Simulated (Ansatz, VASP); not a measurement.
**Two plane-wave programs on Nb2B3C**

```
Nb B C
1.0
     2.76138    0.00000    0.00000
     0.00000    2.76138    0.00000
     0.00000    0.00000    7.62286
Nb B C
2 3 1
Direct
  0.50000 0.50000 0.81417
  0.50000 0.50000 0.18583
  0.00000 0.00000 0.60902
  0.00000 0.00000 0.39098
  0.50000 0.50000 0.50000
  0.00000 0.00000 0.00000
```

Change from the starting cell: species swapped into the Er2Mg3Ru type (P4/mmm, No. 123).

Alike in both runs: functional PBE; k mesh 6 × 6 × 2; occupations gaussian, width 0.1 eV; no spin polarisation.

Ansatz relaxed the structure, and its values are those at the end. VASP's run is a single point on that final structure, the one shown.

|  | VASP | Ansatz |
| --- | --- | --- |
| version | VASP 6.6.1 | Ansatz 0.2.0 |
| potentials or method | VASP PAW PBE potentials, release 64 (Nb_sv, B, C), cutoff 520 eV | scalar-relativistic, plane waves, PAW |
| valence electrons in the cell | 39 | 39 |

Ansatz gave:

| Quantity | Value |
| --- | --- |
| gap on the k mesh at the Fermi level (eV) | none |
| pressure (GPa) | -0.1 |
| rms of the force components (eV/Å) | 0.002 |

Q: What did VASP give for the same quantities?

A: gap on the k mesh at the Fermi level (eV): none; pressure (GPa): -0.4; rms of the force components (eV/Å): 0.010.

A gap of «none» marks a metal or a gap that the smearing closes.

The k mesh is coarse, so the values compare programs but aren't converged.
